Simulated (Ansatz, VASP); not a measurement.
## B in VASP and in Ansatz

```
CELL_PARAMETERS angstrom
2.89892 1.67369 4.00323
-2.89892 1.67369 4.00323
0.00000 -3.34738 4.00323
ATOMIC_POSITIONS crystal
B 0.50000 0.50000 0.50000
B 0.80689 0.30133 0.80689
B 0.80689 0.80689 0.30133
B 0.30133 0.80689 0.80689
B 0.19311 0.69867 0.19311
B 0.69867 0.19311 0.19311
B 0.19311 0.19311 0.69867
B 0.00518 0.33143 0.00518
B 0.00518 0.00518 0.33143
B 0.33143 0.00518 0.00518
B 0.99482 0.66857 0.99482
B 0.66857 0.99482 0.99482
B 0.99482 0.99482 0.66857
B 0.63427 0.63427 0.63427
B 0.36573 0.36573 0.36573
```

Alike in both runs: functional r2SCAN; k mesh 6 × 6 × 6; occupations gaussian, width 0.1 eV; no spin polarisation.

Ansatz relaxed the structure, and its values are those at the end. VASP's run is a single point on that final structure, the one shown.

|  | VASP | Ansatz |
| --- | --- | --- |
| version | VASP 6.6.1 | Ansatz 0.2.0 |
| potentials or method | VASP PAW PBE potentials, release 64 (B), cutoff 520 eV | scalar-relativistic, plane waves, PAW |
| valence electrons in the cell | 45 | 45 |

|  | VASP | Ansatz | Ansatz less VASP |
| --- | --- | --- | --- |
| gap on the k mesh at the Fermi level (eV) | none | none | - |
| pressure (GPa) | 0.2 | 0.0 | -0.12 |
| rms of the force components (eV/Å) | 0.009 | 0.006 | -0.0030 |

VASP's potentials were made for PBE, not for r2SCAN. A gap of «none» marks a metal or a gap that the smearing closes.
